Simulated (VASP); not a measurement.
# N (P6_3/mmc) in VASP: further runs

N is run at these levels: PBE; tasks: electric field gradients, single point.

Program: VASP 6.6.1. These are calculated values, not measurements. Logs are shortened: lines on timing, memory, paths and dates and some standing lists are left out, and cuts for length are marked.

### Step 1. The cell of the first run

Symmetry: P6_3/mmc, No. 194, hexagonal system. The conventional cell has a = 4.050 Å, b = 4.050 Å, c = 6.604 Å, α = 90.00°, β = 90.00°, γ = 120.00°. Within 1.6 Å of N (site symmetry 3m) lie 1 N at 1.16 Å.

### Step 2. Electric field gradients, PBE

The input, INCAR:

```
SYSTEM = N
PREC = Accurate
ENCUT = 520
EDIFF = 1E-8
ISMEAR = -1
SIGMA = 0.03
LREAL = .False.
LASPH = .True.
NELM = 60
ALGO = Normal
ISIF = 2
LWAVE = .False.
LCHARG = .False.
GGA = PE
LEFG = .True.
NBANDS = 18
```

The input, KPOINTS:

```
regular mesh
0
Gamma
  9 9 5
  0 0 0
```

The input, POSCAR:

```
N
1.0
    4.0499987506      0.0000000000      0.0000000000
   -2.0249993753      3.5074018033      0.0000000000
    0.0000000000      0.0000000000      6.6040000000
N
4
Direct
    0.3333333333      0.6666666667      0.3380000000
    0.6666666667      0.3333333333      0.8380000000
    0.3333333333      0.6666666667      0.1620000000
    0.6666666667      0.3333333333      0.6620000000
```

Potentials or basis: VASP PAW PBE potentials, release 64 (N).

Command:

```sh
$ cat potpaw_PBE.64/N/POTCAR > POTCAR
$ mpirun -np 1 vasp_std > vasp.out
```

OUTCAR:

```text
SYSTEM = N
   PREC = Accurate
   ENCUT = 520
   EDIFF = 1E-8
   ISMEAR = -1
   LREAL = .False.
   LASPH = .True.
   NELM = 60
   ISIF = 2
   GGA = PE

 ion  position               nearest neighbor table
   1  0.333  0.667  0.338-   3 1.16
   2  0.667  0.333  0.838-   4 1.16
   3  0.333  0.667  0.162-   1 1.16
   4  0.667  0.333  0.662-   2 1.16

  LATTYP: Found a hexagonal cell.
 ALAT       =     4.0499987506
 C/A-ratio  =     1.6306177870

  Lattice vectors:

 A1 = (   4.0499987506,   0.0000000000,   0.0000000000)
 A2 = (  -2.0249993753,   3.5074018033,   0.0000000000)
 A3 = (   0.0000000000,   0.0000000000,   6.6040000000)

Analysis of symmetry for initial positions (statically):
=====================================================================
 Subroutine PRICEL returns:
 Original cell was already a primitive cell.

 Routine SETGRP: Setting up the symmetry group for a
 hexagonal supercell.

 Subroutine GETGRP returns: Found 24 space group operations
 (whereof 12 operations were pure point group operations)
 out of a pool of 24 trial point group operations.

The static configuration has the point symmetry D_3d.
 The point group associated with its full space group is D_6h.

Analysis of symmetry for dynamics (positions and initial velocities):
=====================================================================
 Subroutine PRICEL returns:
 Original cell was already a primitive cell.

 Routine SETGRP: Setting up the symmetry group for a
 hexagonal supercell.

 Subroutine GETGRP returns: Found 24 space group operations
 (whereof 12 operations were pure point group operations)
 out of a pool of 24 trial point group operations.

The dynamic configuration has the point symmetry D_3d.
 The point group associated with its full space group is D_6h.

 Subroutine INISYM returns: Found 24 space group operations
 (whereof 12 operations are pure point group operations),
 and found     1 'primitive' translations

----------------------------------------------------------------------------------------

                                     Primitive cell

  volume of cell :      93.8096

  direct lattice vectors                    reciprocal lattice vectors
     4.049998751  0.000000000  0.000000000     0.246913656  0.142555666  0.000000000
    -2.024999375  3.507401803  0.000000000     0.000000000  0.285111332  0.000000000
     0.000000000  0.000000000  6.604000000     0.000000000  0.000000000  0.151423380

  length of vectors
     4.049998751  4.049998751  6.604000000     0.285111332  0.285111332  0.151423380

  position of ions in fractional coordinates (direct lattice)
     0.333333333  0.666666667  0.338000000
     0.666666667  0.333333333  0.838000000
     0.333333333  0.666666667  0.162000000
     0.666666667  0.333333333  0.662000000

  ion indices of the primitive-cell ions
   primitive index   ion index
                 1           1
                 2           2
                 3           3
                 4           4

----------------------------------------------------------------------------------------

 KPOINTS: regular mesh

Automatic generation of k-mesh.
 Grid dimensions read from file:
 generate k-points for:    9    9    5

 Generating k-lattice:

  Cartesian coordinates                     Fractional coordinates (reciprocal lattice)
     0.027434851  0.015839518  0.000000000     0.111111111  0.000000000  0.000000000
     0.000000000  0.031679037  0.000000000     0.000000000  0.111111111  0.000000000
     0.000000000  0.000000000  0.030284676     0.000000000  0.000000000  0.200000000

  Length of vectors
     0.031679037  0.031679037  0.030284676

  Shift w.r.t. Gamma in fractional coordinates (k-lattice)
     0.000000000  0.000000000  0.000000000

 Subroutine IBZKPT returns following result:
 ===========================================

 Found     36 irreducible k-points:

 Following reciprocal coordinates:
            Coordinates               Weight
  0.000000  0.000000  0.000000      1.000000
  0.111111  0.000000  0.000000      6.000000
  0.222222  0.000000  0.000000      6.000000
  0.333333  0.000000  0.000000      6.000000
  0.444444  0.000000  0.000000      6.000000
  0.111111  0.111111  0.000000      6.000000
[... 16 lines left out ...]
  0.333333  0.222222  0.200000     24.000000
  0.333333  0.333333  0.200000      4.000000
 [... further k-points ...]
   k-points           NKPTS =     36   k-points in BZ     NKDIM =     36   number of bands    NBANDS=     18
   number of dos      NEDOS =    301   number of ions     NIONS =      4
   total plane-waves  NPLWV =  45000
   dimension x,y,z NGX =    30 NGY =   30 NGZ =   50
   dimension x,y,z NGXF=    60 NGYF=   60 NGZF=  100
   ions per type =               4
   NGX,Y,Z   is equivalent  to a cutoff of  12.31, 12.31, 12.59 a.u.
   NGXF,Y,Z  is equivalent  to a cutoff of  24.63, 24.63, 25.17 a.u.
 SYSTEM =  N
   PREC   = accura    normal or accurate (medium, high low for compatibility)
   ISTART =      0    job   : 0-new  1-cont  2-samecut
   ICHARG =      2    charge: 1-file 2-atom 10-const
   ISPIN  =      1    spin polarized calculation?
   LNONCOLLINEAR =      F non collinear calculations
   LSORBIT =      F    spin-orbit coupling
   LASPH  =      T    aspherical Exc in radial PAW
   ENCUT  =  520.0 eV  38.22 Ry    6.18 a.u.   7.53  7.53 12.28*2*pi/ulx,y,z
   NELM   =     60;   NELMIN=  2; NELMDL= -5     # of ELM steps
   EDIFF  = 0.1E-07   stopping-criterion for ELM
   LREAL  =      F    real-space projection
   EDIFFG = 0.1E-06   stopping-criterion for IOM
   NSW    =      0    number of steps for IOM
   IBRION =     -1    ionic relax: 0-MD 1-quasi-New 2-CG
   NFREE  =      0    steps in history (QN), initial steepest desc. (CG)
   ISIF   =      2    stress and relaxation
   ISYM   =      2    0-nonsym 1-usesym 2-fastsym
   POTIM  = 0.5000    time-step for ionic-motion
   TEBEG  =    0.0;   TEEND  =   0.0 temperature during run
   PSTRESS=    0.0 pullay stress
   NELECT =      20.0000    total number of electrons
   NUPDOWN=      -1.0000    fix difference up-down
   EMIN   =  10.00;   EMAX   =-10.00  energy-range for DOS
   EFERMI =   0.00;   METHOD = LEGACY
   ISMEAR =    -1;   SIGMA  =   0.03  broadening in eV -4-tet -1-fermi 0-gaus
   EFERMI_NEDOS =   21; number of points for ismear=-14 and -15
   IALGO  =     38    algorithm
   IMIX   =      4    mixing-type and parameters
     AMIX     =   0.40;   BMIX     =  1.00
     AMIX_MAG =   1.60;   BMIX_MAG =  1.00
  volume/ion in A,a.u.               =      23.45       158.26
  Fermi-wavevector in a.u.,A,eV,Ry     =   0.977993  1.848138 13.013564  0.956470
  Thomas-Fermi vector in A             =   2.108734
   LORBIT       =      0    0 simple, 1 ext, 2 COOP (PROOUT), +10 PAW based schemes
   GGA     = PE    functional components
   LHFCALC =     F    Hartree Fock is set to
   AEXX    =    0.0000 exact exchange contribution
   IVDW    =     0    specifies the selected vdW correction
   LEPSILON=     F    determine dielectric tensor
   LRPA    =     F    only Hartree local field effects (RPA)
 non-spin polarized calculation
  energy-cutoff  :      520.00
  volume of cell :       93.81
 maximum number of plane-waves:      2555
 NGX is ok and might be reduce to    30
   NGX = 15   NGY = 15   NGZ = 25

 number of electron      20.0000000 magnetization

 Free energy of the ion-electron system (eV)
  ---------------------------------------------------
  ext. energy  EPLUGINS =         0.00000000
  ---------------------------------------------------
  free energy    TOTEN  =       -32.96109498 eV

  energy without entropy =      -32.96109498  energy(sigma->0) =      -32.96109498

 E-fermi :  -5.4557     XC(G=0):  -6.3260

 val. band max:       -6.0663816814   @ k =   0.0000   0.0000   0.0000
 cond. band min:      -0.0636143696   @ k =   0.3333   0.3333   0.0000
 fundamental gap:      6.0027673118
 Fermi energy:        -5.4557367978

 k-point     1 :       0.0000    0.0000    0.0000
  band No.  band energies     occupation
      1     -24.0323      2.00000
      2     -23.9739      2.00000
      3     -11.0534      2.00000
      4      -9.9901      2.00000
      5      -7.6485      2.00000
      6      -7.6485      2.00000
[... 10 lines left out ...]
     17       7.0189      0.00000
     18      10.4460      0.00000
[... 466 lines left out ...]
      2     -23.9776      2.00000
      3     -10.4700      2.00000
      4     -10.4700      2.00000
      5      -7.9781      2.00000
      6      -7.8765      2.00000
[... 10 lines left out ...]
     17       7.1006      0.00000
     18       7.9028      0.00000

 [... further k-points ...]
[... 5 lines left out ...]
  --------------------------------------------------------------------------------------
  -------------------------------------------------------------------------------------
  Total        0.2933139      0.2933139    -13.8508429      0.0000000      0.0000000      0.0000000
  in kB        5.0095155      5.0095155   -236.5589099      0.0000000      0.0000000      0.0000000
  external PRESSURE =     -75.5132930 kB  Pullay stress =       0.0000000 kB

 VOLUME and BASIS-vectors are now :
 -----------------------------------------------------------------------------
  energy-cutoff  :      520.00
  volume of cell :       93.81
      direct lattice vectors                 reciprocal lattice vectors
     4.049998751  0.000000000  0.000000000     0.246913656  0.142555666  0.000000000
    -2.024999375  3.507401803  0.000000000     0.000000000  0.285111332  0.000000000
     0.000000000  0.000000000  6.604000000     0.000000000  0.000000000  0.151423380

 POSITION                                       TOTAL-FORCE (eV/Angst)
 -----------------------------------------------------------------------------------
     -0.00000      2.33827      2.23215        -0.000000     -0.000000     -6.183613
      2.02500      1.16913      5.53415         0.000000      0.000000     -6.183613
     -0.00000      2.33827      1.06985        -0.000000     -0.000000      6.183613
      2.02500      1.16913      4.37185        -0.000000      0.000000      6.183613
 -----------------------------------------------------------------------------------
    total drift:                               -0.000000      0.000000      0.000000

  FREE ENERGIE OF THE ION-ELECTRON SYSTEM (eV)
  ---------------------------------------------------
  free  energy   TOTEN  =       -32.9610949848 eV

  energy  without entropy=      -32.9610949847  energy(sigma->0) =      -32.96109498

 Electric field gradients (V/A^2)
---------------------------------------------------------------------
 ion       V_xx      V_yy      V_zz      V_xy      V_xz      V_yz
---------------------------------------------------------------------
   1      53.801    53.801  -107.602    -0.001     0.000    -0.000
   2      53.801    53.801  -107.602    -0.001    -0.000     0.000
   3      53.801    53.801  -107.602    -0.001    -0.000     0.000
   4      53.801    53.801  -107.602    -0.001     0.000    -0.000
---------------------------------------------------------------------

 Electric field gradients after diagonalization (V/A^2)
 (convention: |V_zz| > |V_xx| > |V_yy|)
----------------------------------------------------------------------
 ion       V_xx      V_yy      V_zz     asymmetry (V_yy - V_xx)/ V_zz
----------------------------------------------------------------------
   1      53.801    53.800  -107.602       0.000
   2      53.801    53.800  -107.602       0.000
   3      53.801    53.800  -107.602       0.000
   4      53.801    53.800  -107.602       0.000
----------------------------------------------------------------------

           NMR quadrupolar parameters

 Cq : quadrupolar parameter    Cq=e*Q*V_zz/h
 eta: asymmetry parameters     (V_yy - V_xx)/ V_zz
 Q  : nuclear electric quadrupole moment in mb (millibarn)
----------------------------------------------------------------------
 ion       Cq(MHz)       eta       Q (mb)
----------------------------------------------------------------------
   1      -0.260       0.000       1.000
   2      -0.260       0.000       1.000
   3      -0.260       0.000       1.000
   4      -0.260       0.000       1.000
----------------------------------------------------------------------
```

It took 2.2 min on 1 thread of AMD EPYC 7R13, shared host; peak memory 0.18 GiB.

Results:

- Free energy: -32.9611 eV
- Pressure: -7.6 GPa
- Largest force: 6.184 eV/Å
- Band gap on the k mesh: 6.00 eV (least direct gap 6.43 eV)
- Largest electric field gradient by atom: N -107.6 V/Å²

Forces on the atoms (eV/Å):
```
N    0.000  0.000 -6.184
N    0.000  0.000 -6.184
N    0.000  0.000  6.184
N    0.000  0.000  6.184
```

Electric field gradients, principal values (V/Å²):
```
atom   least  middle  greatest (by size)
 1 N  53.800  53.801            -107.602
 2 N  53.800  53.801            -107.602
 3 N  53.800  53.801            -107.602
 4 N  53.800  53.801            -107.602
```

Caveat: the standard files for N, O and F lose accuracy on very short bonds; the stress differs along the axes, from -24 to 1 GPa; this functional lacks dispersion, which holds the molecules together, so the pressure and a relaxed volume are unreliable; without QUAD_EFG the Cq values of the log hold for a quadrupole moment of 1 mb, not for the nuclei; forces of over 1 eV/Å act on the atoms, so gaps and moduli don't describe the material at rest.

### Step 3. Single point, PBE

POSCAR is that of step 2.

The input, INCAR.step1:

```
SYSTEM = N
PREC     = Accurate       ! precision mode
ENCUT    = 520            ! plane-wave cutoff, eV
EDIFF    = 1E-6           ! SCF threshold, eV
ISMEAR   = -1             ! smearing method
SIGMA    = 0.03           ! smearing width, eV
LREAL    = .False.        ! projectors in reciprocal space
LASPH    = .True.         ! aspherical terms in the spheres
NELM     = 80             ! most SCF steps
ALGO     = Normal         ! electronic algorithm
ISIF     = 2              ! what is computed and relaxed
LWAVE    = .False.        ! write WAVECAR
LCHARG   = .True.         ! write CHGCAR
GGA      = PE             ! functional
NBANDS   = 18             ! bands
```

The input, KPOINTS.step1:

```
Automatic mesh
0
Gamma
  9 9 5
  0 0 0
```

The input, INCAR.step2:

```
SYSTEM = N
PREC     = Accurate       ! precision mode
ENCUT    = 520            ! plane-wave cutoff, eV
EDIFF    = 1E-6           ! SCF threshold, eV
ISMEAR   = -5             ! smearing method
SIGMA    = 0.03           ! smearing width, eV
LREAL    = .False.        ! projectors in reciprocal space
LASPH    = .True.         ! aspherical terms in the spheres
NELM     = 80             ! most SCF steps
ALGO     = Normal         ! electronic algorithm
ISIF     = 2              ! what is computed and relaxed
LWAVE    = .False.        ! write WAVECAR
LCHARG   = .False.        ! write CHGCAR
GGA      = PE             ! functional
LORBIT   = 11             ! projections on sites
NEDOS    = 2001           ! points of the DOS
ICHARG   = 11             ! starting density
```

The input, KPOINTS.step2:

```
Automatic mesh
0
Gamma
  14 14 8
  0 0 0
```

Potentials or basis: VASP PAW PBE potentials, release 64 (N).

Command:

```sh
$ cat potpaw_PBE.64/N/POTCAR > POTCAR
$ cp INCAR.step1 INCAR
$ cp KPOINTS.step1 KPOINTS
$ mpirun -np 1 vasp_std > vasp.out
$ cp INCAR.step2 INCAR
$ cp KPOINTS.step2 KPOINTS
$ mpirun -np 1 vasp_std > vasp.out
```

Run time: 4.8 min. Hardware: 1 thread of AMD EPYC 7R13, shared host; peak memory 0.23 GiB.

Results (log left out):

| Item | Value |
| --- | --- |
| Valence electrons inside the program's atomic spheres | N 3.75 |

Levels at points of the mesh, in eV from the valence-band top:
```csv
k point,band 6,band 7,band 8,band 9,band 10,band 11,band 12,band 13,band 14
"(0.00, 0.00, 0.00)",-1.58,-1.52,-1.40,-1.40,0.00,6.79,6.79,7.41,7.41
"(0.50, 0.00, 0.00)",-1.89,-1.72,-1.42,-0.74,-0.30,6.20,6.47,7.03,7.55
"(0.00, 0.00, 0.50)",-1.49,-1.49,-1.49,-0.67,-0.67,7.09,7.09,7.09,7.09
"(0.50, 0.00, 0.50)",-1.82,-1.58,-1.58,-0.66,-0.66,6.65,6.65,6.99,6.99
```

Caveat: the standard files for N, O and F lose accuracy on very short bonds; this functional lacks dispersion, which holds the molecules together, so the pressure and a relaxed volume are unreliable.
